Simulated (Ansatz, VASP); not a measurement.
**One calculation of BiRu, two programs**

INCAR

```
SYSTEM = BiRu
ALGO = Normal
EDIFF = 1E-8
ENCUT = 520
GGA = PE
ISIF = 2
ISMEAR = -1
LASPH = .TRUE.
LCHARG = .FALSE.
LEFG = .TRUE.
LREAL = .FALSE.
LWAVE = .FALSE.
NBANDS = 22
NELM = 80
PREC = Accurate
SIGMA = 0.05
```

The input KPOINTS:

```
k-points
0
G
  10 10 10
  0 0 0
```

The input POSCAR:

```
BiRu
1.0
    0.0000000000      2.7467113722      2.7467113722
    2.7467113722      0.0000000000      2.7467113722
    2.7467113722      2.7467113722      0.0000000000
Ru Bi
1 1
Direct
    0.0000000000      0.0000000000      0.0000000000
    0.5000000000      0.5000000000      0.5000000000
```

Input for Ansatz:

```yaml
crystal:
  lattice:
    - [0.0, 2.7467113722, 2.7467113722]
    - [2.7467113722, 0.0, 2.7467113722]
    - [2.7467113722, 2.7467113722, 0.0]
  atoms:
    - { symbol: Ru, position: [0.0, 0.0, 0.0] }
    - { symbol: Bi, position: [0.5, 0.5, 0.5] }
kpoints:
  mp_grid: { grid: [10, 10, 10] }
scf:
  occupations: { method: fermi_dirac, width: 0.05 }
hamiltonian:
  xc: pbe
  pseudopotentials: { kind: paw }
output:
  forces: true
  stress: true
  eigenvalues: true
  efg: { contact_densities: true }
```

Change from the starting cell: volume scaled by 0.97, PAW files.

Alike in both runs: task electric field gradients; functional PBE; k mesh 10 × 10 × 10; occupations fermi-dirac, width 0.05 eV; no spin polarisation.

```csv
,VASP,Ansatz
version,VASP 6.6.1,Ansatz 0.2.0
potentials or method,"VASP PAW PBE potentials, release 64 (Ru_pv, Bi_d)","PAW with Ansatz's default frozen-core files, scalar-relativistic"
plane-wave cutoff (eV),520,420
valence electrons in the cell,29,31
```

```csv
,VASP,Ansatz,Ansatz less VASP
pressure (GPa),3.8,3.7,-0.07
```

VASP's potentials hold 29 valence electrons a cell and Ansatz's 31, so a difference there can come from the potentials and not from the codes.

Spin-orbit coupling is off throughout.
